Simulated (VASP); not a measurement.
# Si (Fd-3m) in VASP: single point with PBE

Aim: the single point of Si with PBE.

Everything below comes from runs of VASP 6.6.1. Logs are shortened: lines on timing, memory, paths and dates and some standing lists are left out, and cuts for length are marked.

### Step 1. The cell of the first run

Symmetry: Fd-3m, No. 227, cubic system. The conventional cell has a = 5.470 Å, b = 5.470 Å, c = 5.470 Å, α = 90.00°, β = 90.00°, γ = 90.00°. Si (site symmetry -43m) has 4 Si at 2.37 Å within 3.1 Å.

### Step 2. Single point, PBE

The input, INCAR:

```
SYSTEM = Si
ALGO = Normal
EDIFF = 1E-6
ENCUT = 500
GGA = PE
GGA_COMPAT = .False.
ISIF = 2
ISMEAR = 0
LASPH = .True.
LCHARG = .False.
LREAL = Auto
LWAVE = .False.
NBANDS = 141
NELM = 120
PREC = Accurate
SIGMA = 0.01
```

The input, KPOINTS:

```
k-points
0
Gamma
  2 2 2
  0 0 0
```

The input, POSCAR:

```
Si
1.0
   -8.2051406323      0.0000000000      8.2051406323
   -8.2051406323     -8.2051406323      0.0000000000
    0.0000000000     -8.2051406323      8.2051406323
Si
54
Direct
    0.2500000000      0.9166666667      0.2500000000
    0.2500000000      0.5833333333      0.2500000000
    0.2500000000      0.2500000000      0.2500000000
    0.2500000000      0.9166666667      0.5833333333
    0.2500000000      0.5833333333      0.5833333333
    0.2500000000      0.2500000000      0.5833333333
    0.2500000000      0.9166666667      0.9166666667
    0.2500000000      0.5833333333      0.9166666667
    0.2500000000      0.2500000000      0.9166666667
    0.5833333333      0.9166666667      0.2500000000
    0.5833333333      0.5833333333      0.2500000000
    0.5833333333      0.2500000000      0.2500000000
    0.5833333333      0.9166666667      0.5833333333
    0.5833333333      0.5833333333      0.5833333333
    0.5833333333      0.2500000000      0.5833333333
    0.5833333333      0.9166666667      0.9166666667
    0.5833333333      0.5833333333      0.9166666667
    0.5833333333      0.2500000000      0.9166666667
    0.9166666667      0.9166666667      0.2500000000
    0.9166666667      0.5833333333      0.2500000000
    0.9166666667      0.2500000000      0.2500000000
    0.9166666667      0.9166666667      0.5833333333
    0.9166666667      0.5833333333      0.5833333333
    0.9166666667      0.2500000000      0.5833333333
    0.9166666667      0.9166666667      0.9166666667
    0.9166666667      0.5833333333      0.9166666667
    0.9166666667      0.2500000000      0.9166666667
    0.1666666667      0.1666666667      0.1666666667
    0.1666666667      0.8333333333      0.1666666667
    0.1666666667      0.5000000000      0.1666666667
    0.1666666667      0.1666666667      0.5000000000
    0.1666666667      0.8333333333      0.5000000000
    0.1666666667      0.5000000000      0.5000000000
    0.1666666667      0.1666666667      0.8333333333
    0.1666666667      0.8333333333      0.8333333333
    0.1666666667      0.5000000000      0.8333333333
    0.5000000000      0.1666666667      0.1666666667
    0.5000000000      0.8333333333      0.1666666667
    0.5000000000      0.5000000000      0.1666666667
    0.5000000000      0.1666666667      0.5000000000
    0.5000000000      0.8333333333      0.5000000000
    0.5000000000      0.5000000000      0.5000000000
    0.5000000000      0.1666666667      0.8333333333
    0.5000000000      0.8333333333      0.8333333333
    0.5000000000      0.5000000000      0.8333333333
    0.8333333333      0.1666666667      0.1666666667
    0.8333333333      0.8333333333      0.1666666667
    0.8333333333      0.5000000000      0.1666666667
    0.8333333333      0.1666666667      0.5000000000
    0.8333333333      0.8333333333      0.5000000000
    0.8333333333      0.5000000000      0.5000000000
    0.8333333333      0.1666666667      0.8333333333
    0.8333333333      0.8333333333      0.8333333333
    0.8333333333      0.5000000000      0.8333333333
```

Potentials or basis: VASP PAW PBE potentials, release 64 (Si).

Command:

```
cat potpaw_PBE.64/Si/POTCAR > POTCAR
mpirun -np 1 vasp_std > vasp.out
```

OUTCAR:

```text
SYSTEM = Si
   EDIFF = 1E-6
   ENCUT = 500
   GGA = PE
   ISIF = 2
   ISMEAR = 0
   LASPH = .True.
   LREAL = Auto
   NELM = 120
   PREC = Accurate

 ion  position               nearest neighbor table
   1  0.250  0.917  0.250-  28 2.37  29 2.37  32 2.37  38 2.37
   2  0.250  0.583  0.250-  30 2.37  29 2.37  33 2.37  39 2.37
   3  0.250  0.250  0.250-  28 2.37  30 2.37  31 2.37  37 2.37
   4  0.250  0.917  0.583-  31 2.37  32 2.37  35 2.37  41 2.37
   5  0.250  0.583  0.583-  33 2.37  32 2.37  36 2.37  42 2.37
   6  0.250  0.250  0.583-  31 2.37  33 2.37  34 2.37  40 2.37
[... 46 lines left out ...]
  53  0.833  0.833  0.833-  16 2.37  22 2.37  26 2.37  25 2.37
  54  0.833  0.500  0.833-  17 2.37  23 2.37  27 2.37  26 2.37

  LATTYP: Found a face centered cubic cell.
 ALAT       =    16.4102812646

  Lattice vectors:

 A1 = (  -8.2051406323,   0.0000000000,   8.2051406323)
 A2 = (  -8.2051406323,  -8.2051406323,   0.0000000000)
 A3 = (   0.0000000000,  -8.2051406323,   8.2051406323)

Analysis of symmetry for initial positions (statically):
=====================================================================
 Subroutine PRICEL returns following result:

  LATTYP: Found a face centered cubic cell.
 ALAT       =     5.4700937543

  Lattice vectors:

 A1 = (  -2.7350468772,   0.0000000000,   2.7350468772)
 A2 = (  -2.7350468772,  -2.7350468772,   0.0000000000)
 A3 = (   0.0000000000,  -2.7350468772,   2.7350468772)

  27 primitive cells build up your supercell.

 Routine SETGRP: Setting up the symmetry group for a
 face centered cubic supercell.

 Subroutine GETGRP returns: Found 48 space group operations
 (whereof 24 operations were pure point group operations)
 out of a pool of 48 trial point group operations.

The static configuration has the point symmetry T_d .
 The point group associated with its full space group is O_h .

Analysis of symmetry for dynamics (positions and initial velocities):
=====================================================================
 Subroutine PRICEL returns following result:

  LATTYP: Found a face centered cubic cell.
 ALAT       =     5.4700937543

  Lattice vectors:

 A1 = (  -2.7350468772,   0.0000000000,   2.7350468772)
 A2 = (  -2.7350468772,  -2.7350468772,   0.0000000000)
 A3 = (   0.0000000000,  -2.7350468772,   2.7350468772)

  27 primitive cells build up your supercell.

 Routine SETGRP: Setting up the symmetry group for a
 face centered cubic supercell.

 Subroutine GETGRP returns: Found 48 space group operations
 (whereof 24 operations were pure point group operations)
 out of a pool of 48 trial point group operations.

The dynamic configuration has the point symmetry T_d .
 The point group associated with its full space group is O_h .

 Subroutine INISYM returns: Found 48 space group operations
 (whereof 24 operations are pure point group operations),
 and found    27 'primitive' translations

----------------------------------------------------------------------------------------

                                     Primitive cell

  volume of cell :      40.9189

  direct lattice vectors                    reciprocal lattice vectors
    -2.735046877  0.000000000  2.735046877    -0.182812223  0.182812223  0.182812223
    -2.735046877 -2.735046877  0.000000000    -0.182812223 -0.182812223 -0.182812223
     0.000000000 -2.735046877  2.735046877     0.182812223 -0.182812223  0.182812223

  length of vectors
     3.867940387  3.867940387  3.867940387     0.316640059  0.316640059  0.316640059

  position of ions in fractional coordinates (direct lattice)
     0.750000000  0.750000000  0.750000000
     0.500000000  0.500000000  0.500000000

  ion indices of the primitive-cell ions
   primitive index   ion index
                 1           1
                 2          29

----------------------------------------------------------------------------------------

 KPOINTS: k-points

Automatic generation of k-mesh.
 Grid dimensions read from file:
 generate k-points for:    2    2    2

 Generating k-lattice:

  Cartesian coordinates                     Fractional coordinates (reciprocal lattice)
    -0.030468704  0.030468704  0.030468704     0.500000000  0.000000000  0.000000000
    -0.030468704 -0.030468704 -0.030468704     0.000000000  0.500000000  0.000000000
     0.030468704 -0.030468704  0.030468704     0.000000000  0.000000000  0.500000000

  Length of vectors
     0.052773343  0.052773343  0.052773343

  Shift w.r.t. Gamma in fractional coordinates (k-lattice)
     0.000000000  0.000000000  0.000000000

 Subroutine IBZKPT returns following result:
 ===========================================

 Found      3 irreducible k-points:

 Following reciprocal coordinates:
            Coordinates               Weight
  0.000000  0.000000  0.000000      1.000000
  0.500000  0.000000  0.000000      4.000000
  0.500000  0.500000  0.000000      3.000000
   k-points           NKPTS =      3   k-points in BZ     NKDIM =      3   number of bands    NBANDS=    141
   number of dos      NEDOS =    301   number of ions     NIONS =     54
   total plane-waves  NPLWV = 729000
   dimension x,y,z NGX =    90 NGY =   90 NGZ =   90
   dimension x,y,z NGXF=   180 NGYF=  180 NGZF=  180
   ions per type =              54
   NGX,Y,Z   is equivalent  to a cutoff of  12.89, 12.89, 12.89 a.u.
   NGXF,Y,Z  is equivalent  to a cutoff of  25.79, 25.79, 25.79 a.u.
 SYSTEM =  Si
   PREC   = accura    normal or accurate (medium, high low for compatibility)
   ISTART =      0    job   : 0-new  1-cont  2-samecut
   ICHARG =      2    charge: 1-file 2-atom 10-const
   ISPIN  =      1    spin polarized calculation?
   LNONCOLLINEAR =      F non collinear calculations
   LSORBIT =      F    spin-orbit coupling
   LASPH  =      T    aspherical Exc in radial PAW
   ENCUT  =  500.0 eV  36.75 Ry    6.06 a.u.  21.16 21.16 21.16*2*pi/ulx,y,z
   NELM   =    120;   NELMIN=  2; NELMDL= -5     # of ELM steps
   EDIFF  = 0.1E-05   stopping-criterion for ELM
   LREAL  =      T    real-space projection
   EDIFFG = 0.1E-04   stopping-criterion for IOM
   NSW    =      0    number of steps for IOM
   IBRION =     -1    ionic relax: 0-MD 1-quasi-New 2-CG
   NFREE  =      0    steps in history (QN), initial steepest desc. (CG)
   ISIF   =      2    stress and relaxation
   ISYM   =      2    0-nonsym 1-usesym 2-fastsym
   POTIM  = 0.5000    time-step for ionic-motion
   TEBEG  =    0.0;   TEEND  =   0.0 temperature during run
   PSTRESS=    0.0 pullay stress
   NELECT =     216.0000    total number of electrons
   NUPDOWN=      -1.0000    fix difference up-down
   EMIN   =  10.00;   EMAX   =-10.00  energy-range for DOS
   EFERMI =   0.00;   METHOD = LEGACY
   ISMEAR =     0;   SIGMA  =   0.01  broadening in eV -4-tet -1-fermi 0-gaus
   EFERMI_NEDOS =   21; number of points for ismear=-14 and -15
   IALGO  =     38    algorithm
   IMIX   =      4    mixing-type and parameters
     AMIX     =   0.40;   BMIX     =  1.00
     AMIX_MAG =   1.60;   BMIX_MAG =  1.00
  volume/ion in A,a.u.               =      20.46       138.07
  Fermi-wavevector in a.u.,A,eV,Ry     =   0.950160  1.795542 12.283393  0.902804
  Thomas-Fermi vector in A             =   2.078511
   LORBIT       =      0    0 simple, 1 ext, 2 COOP (PROOUT), +10 PAW based schemes
   GGA     = PE    functional components
   LHFCALC =     F    Hartree Fock is set to
   AEXX    =    0.0000 exact exchange contribution
   IVDW    =     0    specifies the selected vdW correction
   LEPSILON=     F    determine dielectric tensor
   LRPA    =     F    only Hartree local field effects (RPA)
 non-spin polarized calculation
 Gauss-broadening in eV      SIGMA  =   0.01
  energy-cutoff  :      500.00
  volume of cell :     1104.81
 maximum number of plane-waves:     28096
 NGX is ok and might be reduce to    90
   NGX = 43   NGY = 43   NGZ = 43

 number of electron     216.0000022 magnetization

 Free energy of the ion-electron system (eV)
  ---------------------------------------------------
  ext. energy  EPLUGINS =         0.00000000
  ---------------------------------------------------
  free energy    TOTEN  =      -292.33559365 eV

  energy without entropy =     -292.33559365  energy(sigma->0) =     -292.33559365

 E-fermi :   5.7060     XC(G=0):  -9.3195

 val. band max:        5.6166361440   @ k =   0.0000   0.0000   0.0000
 cond. band min:       6.3665279462   @ k =   0.5000   0.5000   0.0000
 fundamental gap:      0.7498918023
 Fermi energy:         5.7059851839

 k-point     1 :       0.0000    0.0000    0.0000
  band No.  band energies     occupation
      1      -6.1948      2.00000
      2      -4.8454      2.00000
      3      -4.8454      2.00000
      4      -4.8454      2.00000
      5      -4.8454      2.00000
      6      -4.8454      2.00000
[... 112 lines left out ...]
    119       7.2021      0.00000
    120       7.2021      0.00000

 k-point     2 :       0.5000    0.0000    0.0000
  band No.  band energies     occupation
      1      -5.8403      2.00000
      2      -5.8403      2.00000
      3      -4.9200      2.00000
      4      -4.9200      2.00000
      5      -4.9200      2.00000
      6      -4.9200      2.00000
[... 112 lines left out ...]
    119       7.5829      0.00000
    120       7.5829      0.00000

 k-point     3 :       0.5000    0.5000    0.0000
  band No.  band energies     occupation
      1      -5.7195      2.00000
      2      -5.7195      2.00000
      3      -5.2633      2.00000
      4      -5.2633      2.00000
      5      -5.2633      2.00000
      6      -5.2633      2.00000
[... 112 lines left out ...]
    119       7.6535      0.00000
    120       7.6535      0.00000
 [bands above 120 left out]

------------------------ aborting loop because EDIFF is reached ----------------------------------------

  FORCE on cell =-STRESS in cart. coord.  units (eV):
  Direction    XX          YY          ZZ          XY          YZ          ZX
  --------------------------------------------------------------------------------------
  -------------------------------------------------------------------------------------
  Total        0.1247488      0.1247488      0.1247488      0.0000000      0.0000000      0.0000000
  in kB        0.1809084      0.1809084      0.1809084      0.0000000      0.0000000      0.0000000
  external PRESSURE =       0.1809084 kB  Pullay stress =       0.0000000 kB

 VOLUME and BASIS-vectors are now :
 -----------------------------------------------------------------------------
  energy-cutoff  :      500.00
  volume of cell :     1104.81
      direct lattice vectors                 reciprocal lattice vectors
    -8.205140632  0.000000000  8.205140632    -0.060937408  0.060937408  0.060937408
    -8.205140632 -8.205140632  0.000000000    -0.060937408 -0.060937408 -0.060937408
     0.000000000 -8.205140632  8.205140632     0.060937408 -0.060937408  0.060937408

 POSITION                                       TOTAL-FORCE (eV/Angst)
 -----------------------------------------------------------------------------------
     -9.57266     -9.57266      4.10257         0.000000     -0.000000      0.000000
     -6.83762     -6.83762      4.10257         0.000000     -0.000000      0.000000
     -4.10257     -4.10257      4.10257         0.000000     -0.000000      0.000000
     -9.57266    -12.30771      6.83762         0.000000     -0.000000      0.000000
     -6.83762     -9.57266      6.83762         0.000000     -0.000000      0.000000
     -4.10257     -6.83762      6.83762         0.000000     -0.000000      0.000000
[... 46 lines left out ...]
    -13.67523    -13.67523     13.67523        -0.000000      0.000000     -0.000000
    -10.94019    -10.94019     13.67523        -0.000000      0.000000     -0.000000
 -----------------------------------------------------------------------------------
    total drift:                               -0.000001     -0.000001      0.000001

  FREE ENERGIE OF THE ION-ELECTRON SYSTEM (eV)
  ---------------------------------------------------
  free  energy   TOTEN  =      -292.3355936525 eV

  energy  without entropy=     -292.3355936525  energy(sigma->0) =     -292.33559365
```

Run time: 11 min. Hardware: 1 thread of Intel Xeon 6975P-C (Granite Rapids), shared host; peak memory 1.3 GiB.

Results:

- Free energy: -292.3356 eV
- Pressure: 0.0 GPa
- Band gap on the k mesh: 0.75 eV

Levels at points of the mesh, in eV from the valence-band top:
```csv
k point,band 106,band 107,band 108,band 109,band 110,band 111
"(0.00, 0.00, 0.00)",0.00,0.00,0.00,0.76,0.76,0.76
"(0.50, 0.00, 0.00)",-0.44,-0.44,-0.44,1.09,1.09,1.09
"(0.50, 0.50, 0.00)",-0.56,-0.56,-0.56,0.75,0.75,1.71
```
